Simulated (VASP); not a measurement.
# CuI (zincblende type) (F-43m) in VASP: further runs

Runs on CuI (zincblende type). Level: PBE. Tasks: electric field gradients.

Program: VASP 6.6.1. These are calculated values, not measurements. Logs are shortened: lines on timing, memory, paths and dates and some standing lists are left out, and cuts for length are marked.

### Step 1. The cell of the first run

It takes space group F-43m (No. 216, cubic). The conventional cell has a = 6.038 Å, b = 6.038 Å, c = 6.038 Å, α = 90.00°, β = 90.00°, γ = 90.00°. Within 3.4 Å of Cu (site symmetry -43m) lie 4 I at 2.61 Å. Within 3.4 Å of I (site symmetry -43m) lie 4 Cu at 2.61 Å.

### Step 2. Electric field gradients, PBE (27.52 Å³/atom)

The input, INCAR:

```
SYSTEM = CuI
ALGO = Normal ; EDIFF = 1E-8
ENCUT = 520 ; GGA = PE
ISIF = 2 ; ISMEAR = -1
LASPH = .True. ; LCHARG = .False.
LEFG = .True. ; LREAL = .False.
LWAVE = .False. ; NBANDS = 16
NELM = 60 ; PREC = Accurate
SIGMA = 0.05
```

The input, KPOINTS:

```
k-points
0
Gamma
  12 12 12
  0 0 0
```

The input, POSCAR:

```
CuI
1.0
    0.0000000000      3.0191164824      3.0191164824
    3.0191164824      0.0000000000      3.0191164824
    3.0191164824      3.0191164824      0.0000000000
Cu I
1 1
Direct
    0.0000000000      0.0000000000      0.0000000000
    0.2500000000      0.2500000000      0.2500000000
```

Potentials or basis: VASP PAW PBE potentials, release 64 (Cu, I).

Command:

```sh
$ cat potpaw_PBE.64/Cu/POTCAR potpaw_PBE.64/I/POTCAR > POTCAR
$ mpirun -np 1 vasp_std > vasp.out
```

OUTCAR:

```text
SYSTEM = CuI
   EDIFF = 1E-8
   ENCUT = 520
   GGA = PE
   ISIF = 2
   ISMEAR = -1
   LASPH = .True.
   LREAL = .False.
   NELM = 60
   PREC = Accurate

 ion  position               nearest neighbor table
   1  0.000  0.000  0.000-   2 2.61   2 2.61   2 2.61   2 2.61
   2  0.250  0.250  0.250-   1 2.61   1 2.61   1 2.61   1 2.61

  LATTYP: Found a face centered cubic cell.
 ALAT       =     6.0382329648

  Lattice vectors:

 A1 = (   0.0000000000,   3.0191164824,   3.0191164824)
 A2 = (   3.0191164824,   0.0000000000,   3.0191164824)
 A3 = (   3.0191164824,   3.0191164824,   0.0000000000)

Analysis of symmetry for initial positions (statically):
=====================================================================
 Subroutine PRICEL returns:
 Original cell was already a primitive cell.

 Routine SETGRP: Setting up the symmetry group for a
 face centered cubic supercell.

 Subroutine GETGRP returns: Found 24 space group operations
 (whereof 24 operations were pure point group operations)
 out of a pool of 48 trial point group operations.

The static configuration has the point symmetry T_d .

Analysis of symmetry for dynamics (positions and initial velocities):
=====================================================================
 Subroutine PRICEL returns:
 Original cell was already a primitive cell.

 Routine SETGRP: Setting up the symmetry group for a
 face centered cubic supercell.

 Subroutine GETGRP returns: Found 24 space group operations
 (whereof 24 operations were pure point group operations)
 out of a pool of 48 trial point group operations.

The dynamic configuration has the point symmetry T_d .

 Subroutine INISYM returns: Found 24 space group operations
 (whereof 24 operations are pure point group operations),
 and found     1 'primitive' translations

----------------------------------------------------------------------------------------

                                     Primitive cell

  volume of cell :      55.0389

  direct lattice vectors                    reciprocal lattice vectors
     0.000000000  3.019116482  3.019116482    -0.165611364  0.165611364  0.165611364
     3.019116482  0.000000000  3.019116482     0.165611364 -0.165611364  0.165611364
     3.019116482  3.019116482  0.000000000     0.165611364  0.165611364 -0.165611364

  length of vectors
     4.269675476  4.269675476  4.269675476     0.286847297  0.286847297  0.286847297

  position of ions in fractional coordinates (direct lattice)
     0.000000000  0.000000000  0.000000000
     0.250000000  0.250000000  0.250000000

  ion indices of the primitive-cell ions
   primitive index   ion index
                 1           1
                 2           2

----------------------------------------------------------------------------------------

 KPOINTS: k-points

Automatic generation of k-mesh.
 Grid dimensions read from file:
 generate k-points for:   12   12   12

 Generating k-lattice:

  Cartesian coordinates                     Fractional coordinates (reciprocal lattice)
    -0.013800947  0.013800947  0.013800947     0.083333333  0.000000000  0.000000000
     0.013800947 -0.013800947  0.013800947     0.000000000  0.083333333  0.000000000
     0.013800947  0.013800947 -0.013800947     0.000000000  0.000000000  0.083333333

  Length of vectors
     0.023903941  0.023903941  0.023903941

  Shift w.r.t. Gamma in fractional coordinates (k-lattice)
     0.000000000  0.000000000  0.000000000

 Subroutine IBZKPT returns following result:
 ===========================================

 Found     72 irreducible k-points:

 Following reciprocal coordinates:
            Coordinates               Weight
  0.000000  0.000000  0.000000      1.000000
  0.083333  0.000000  0.000000      8.000000
  0.166667  0.000000  0.000000      8.000000
  0.250000  0.000000  0.000000      8.000000
  0.333333  0.000000  0.000000      8.000000
  0.416667  0.000000  0.000000      8.000000
[... 16 lines left out ...]
  0.500000  0.166667  0.000000     24.000000
 -0.416667  0.166667  0.000000     24.000000
 [... further k-points ...]
   k-points           NKPTS =     72   k-points in BZ     NKDIM =     72   number of bands    NBANDS=     16
   number of dos      NEDOS =    301   number of ions     NIONS =      2
   total plane-waves  NPLWV =  32768
   dimension x,y,z NGX =    32 NGY =   32 NGZ =   32
   dimension x,y,z NGXF=    64 NGYF=   64 NGZF=   64
   ions per type =               1   1
   NGX,Y,Z   is equivalent  to a cutoff of  12.46, 12.46, 12.46 a.u.
   NGXF,Y,Z  is equivalent  to a cutoff of  24.92, 24.92, 24.92 a.u.
 SYSTEM =  CuI
   PREC   = accura    normal or accurate (medium, high low for compatibility)
   ISTART =      0    job   : 0-new  1-cont  2-samecut
   ICHARG =      2    charge: 1-file 2-atom 10-const
   ISPIN  =      1    spin polarized calculation?
   LNONCOLLINEAR =      F non collinear calculations
   LSORBIT =      F    spin-orbit coupling
   LASPH  =      T    aspherical Exc in radial PAW
   ENCUT  =  520.0 eV  38.22 Ry    6.18 a.u.   7.94  7.94  7.94*2*pi/ulx,y,z
   NELM   =     60;   NELMIN=  2; NELMDL= -5     # of ELM steps
   EDIFF  = 0.1E-07   stopping-criterion for ELM
   LREAL  =      F    real-space projection
   EDIFFG = 0.1E-06   stopping-criterion for IOM
   NSW    =      0    number of steps for IOM
   IBRION =     -1    ionic relax: 0-MD 1-quasi-New 2-CG
   NFREE  =      0    steps in history (QN), initial steepest desc. (CG)
   ISIF   =      2    stress and relaxation
   ISYM   =      2    0-nonsym 1-usesym 2-fastsym
   POTIM  = 0.5000    time-step for ionic-motion
   TEBEG  =    0.0;   TEEND  =   0.0 temperature during run
   PSTRESS=    0.0 pullay stress
   NELECT =      18.0000    total number of electrons
   NUPDOWN=      -1.0000    fix difference up-down
   EMIN   =  10.00;   EMAX   =-10.00  energy-range for DOS
   EFERMI =   0.00;   METHOD = LEGACY
   ISMEAR =    -1;   SIGMA  =   0.05  broadening in eV -4-tet -1-fermi 0-gaus
   EFERMI_NEDOS =   21; number of points for ismear=-14 and -15
   IALGO  =     38    algorithm
   IMIX   =      4    mixing-type and parameters
     AMIX     =   0.40;   BMIX     =  1.00
     AMIX_MAG =   1.60;   BMIX_MAG =  1.00
  volume/ion in A,a.u.               =      27.52       185.71
  Fermi-wavevector in a.u.,A,eV,Ry     =   1.127914  2.131447 17.309181  1.272189
  Thomas-Fermi vector in A             =   2.264602
   LORBIT       =      0    0 simple, 1 ext, 2 COOP (PROOUT), +10 PAW based schemes
   GGA     = PE    functional components
   LHFCALC =     F    Hartree Fock is set to
   AEXX    =    0.0000 exact exchange contribution
   IVDW    =     0    specifies the selected vdW correction
   LEPSILON=     F    determine dielectric tensor
   LRPA    =     F    only Hartree local field effects (RPA)
 non-spin polarized calculation
  energy-cutoff  :      520.00
  volume of cell :       55.04
 maximum number of plane-waves:      1524
   NGX = 15   NGY = 15   NGZ = 15

 number of electron      18.0000017 magnetization

 Free energy of the ion-electron system (eV)
  ---------------------------------------------------
  ext. energy  EPLUGINS =         0.00000000
  ---------------------------------------------------
  free energy    TOTEN  =        -5.55957091 eV

  energy without entropy =       -5.55957087  energy(sigma->0) =       -5.55957089

 E-fermi :   5.2148     XC(G=0):  -8.9942

 val. band max:        4.5629976714   @ k =   0.0000   0.0000   0.0000
 cond. band min:       5.7396609625   @ k =   0.0000   0.0000   0.0000
 fundamental gap:      1.1766632911
 Fermi energy:         5.2148290304

 k-point     1 :       0.0000    0.0000    0.0000
  band No.  band energies     occupation
      1      -9.5112      2.00000
      2       0.8694      2.00000
      3       0.8694      2.00000
      4       0.8694      2.00000
      5       2.6612      2.00000
      6       2.6612      2.00000
[... 8 lines left out ...]
     15      14.1629      0.00000
     16      14.1629      0.00000

 k-point     2 :       0.0833    0.0000    0.0000
  band No.  band energies     occupation
      1      -9.4774      2.00000
      2       0.7339      2.00000
      3       0.8723      2.00000
      4       0.8723      2.00000
      5       2.6580      2.00000
      6       2.6580      2.00000
[... 8 lines left out ...]
     15      13.7521      0.00000
     16      13.7521      0.00000

 k-point     3 :       0.1667    0.0000    0.0000
  band No.  band energies     occupation
      1      -9.3824      2.00000
      2       0.3648      2.00000
      3       0.8795      2.00000
      4       0.8795      2.00000
      5       2.6521      2.00000
      6       2.6521      2.00000
[... 8 lines left out ...]
     15      13.3130      0.00000
     16      13.7205      0.00000

 k-point     4 :       0.2500    0.0000    0.0000
  band No.  band energies     occupation
      1      -9.2455      2.00000
      2      -0.1321      2.00000
      3       0.8873      2.00000
      4       0.8873      2.00000
      5       2.6518      2.00000
      6       2.6518      2.00000
[... 8 lines left out ...]
     15      13.2936      0.00000
     16      13.4904      0.00000

 k-point     5 :       0.3333    0.0000    0.0000
  band No.  band energies     occupation
      1      -9.0992      2.00000
      2      -0.6175      2.00000
      3       0.8926      2.00000
      4       0.8926      2.00000
      5       2.6630      2.00000
      6       2.6630      2.00000
[... 8 lines left out ...]
     15      13.8023      0.00000
     16      13.8023      0.00000

 k-point     6 :       0.4167    0.0000    0.0000
  band No.  band energies     occupation
      1      -8.9851      2.00000
      2      -0.9664      2.00000
      3       0.8947      2.00000
      4       0.8947      2.00000
      5       2.6806      2.00000
      6       2.6806      2.00000
[... 8 lines left out ...]
     15      14.7065      0.00000
     16      14.7065      0.00000
[... 267 lines left out ...]
 k-point    21 :       0.3333    0.1667    0.0000
  band No.  band energies     occupation
      1      -9.1052      2.00000
      2      -0.3673      2.00000
      3       0.7617      2.00000
      4       0.8361      2.00000
      5       2.5909      2.00000
      6       2.6999      2.00000
[... 8 lines left out ...]
     15      14.7104      0.00000
     16      15.0964      0.00000

 k-point    22 :       0.4167    0.1667    0.0000
  band No.  band energies     occupation
      1      -8.9794      2.00000
      2      -0.6968      2.00000
      3       0.6648      2.00000
      4       0.8466      2.00000
      5       2.6124      2.00000
      6       2.7045      2.00000
[... 8 lines left out ...]
     15      14.9932      0.00000
     16      15.3736      0.00000

 k-point    23 :       0.5000    0.1667    0.0000
  band No.  band energies     occupation
      1      -8.8967      2.00000
      2      -0.8957      2.00000
      3       0.5643      2.00000
      4       0.8647      2.00000
      5       2.6246      2.00000
      6       2.6954      2.00000
[... 8 lines left out ...]
     15      15.2951      0.00000
     16      15.5153      0.00000

 k-point    24 :      -0.4167    0.1667    0.0000
  band No.  band energies     occupation
      1      -8.8854      2.00000
      2      -0.9102      2.00000
      3       0.4997      2.00000
      4       0.8870      2.00000
      5       2.6259      2.00000
      6       2.6687      2.00000
[... 8 lines left out ...]
     15      14.3978      0.00000
     16      15.1753      0.00000

 [... further k-points ...]

------------------------ aborting loop because EDIFF is reached ----------------------------------------

  FORCE on cell =-STRESS in cart. coord.  units (eV):
  Direction    XX          YY          ZZ          XY          YZ          ZX
  --------------------------------------------------------------------------------------
  -------------------------------------------------------------------------------------
  Total        0.2991618      0.2991618      0.2991618      0.0000000      0.0000000     -0.0000000
  in kB        8.7085760      8.7085760      8.7085760      0.0000000      0.0000000     -0.0000000
  external PRESSURE =       8.7085760 kB  Pullay stress =       0.0000000 kB

 VOLUME and BASIS-vectors are now :
 -----------------------------------------------------------------------------
  energy-cutoff  :      520.00
  volume of cell :       55.04
      direct lattice vectors                 reciprocal lattice vectors
     0.000000000  3.019116482  3.019116482    -0.165611364  0.165611364  0.165611364
     3.019116482  0.000000000  3.019116482     0.165611364 -0.165611364  0.165611364
     3.019116482  3.019116482  0.000000000     0.165611364  0.165611364 -0.165611364

 POSITION                                       TOTAL-FORCE (eV/Angst)
 -----------------------------------------------------------------------------------
      0.00000      0.00000      0.00000         0.000000      0.000000      0.000000
      1.50956      1.50956      1.50956        -0.000000     -0.000000     -0.000000
 -----------------------------------------------------------------------------------
    total drift:                               -0.000001     -0.000001     -0.000001

  FREE ENERGIE OF THE ION-ELECTRON SYSTEM (eV)
  ---------------------------------------------------
  free  energy   TOTEN  =        -5.5595709082 eV

  energy  without entropy=       -5.5595708650  energy(sigma->0) =       -5.55957089

 Electric field gradients (V/A^2)
---------------------------------------------------------------------
 ion       V_xx      V_yy      V_zz      V_xy      V_xz      V_yz
---------------------------------------------------------------------
   1       0.000    -0.000    -0.000    -0.000    -0.000    -0.000
   2      -0.000    -0.000     0.000     0.000     0.000     0.000
---------------------------------------------------------------------

 Electric field gradients after diagonalization (V/A^2)
 (convention: |V_zz| > |V_xx| > |V_yy|)
----------------------------------------------------------------------
 ion       V_xx      V_yy      V_zz     asymmetry (V_yy - V_xx)/ V_zz
----------------------------------------------------------------------
   1       0.000     0.000    -0.000       0.000
   2      -0.000    -0.000     0.000       0.000
----------------------------------------------------------------------

           NMR quadrupolar parameters

 Cq : quadrupolar parameter    Cq=e*Q*V_zz/h
 eta: asymmetry parameters     (V_yy - V_xx)/ V_zz
 Q  : nuclear electric quadrupole moment in mb (millibarn)
----------------------------------------------------------------------
 ion       Cq(MHz)       eta       Q (mb)
----------------------------------------------------------------------
   1      -0.000       0.000       1.000
   2       0.000       0.000       1.000
----------------------------------------------------------------------
```

Wall time 1.8 min (1 thread of Intel Xeon 8259CL, shared host); peak memory 0.22 GiB.

What came out:

```yaml
Free_energy: -5.5596 eV
Pressure: 0.9 GPa
Band_gap_on_the_k_mesh: 1.18 eV
Largest_electric_field_gradient_by_atom: zero within the noise of the run
```

Caveat: spin-orbit coupling is left out, which moves the levels of the heavy elements. A k mesh can miss the band edges.

(Continued in part 2 of 3.)
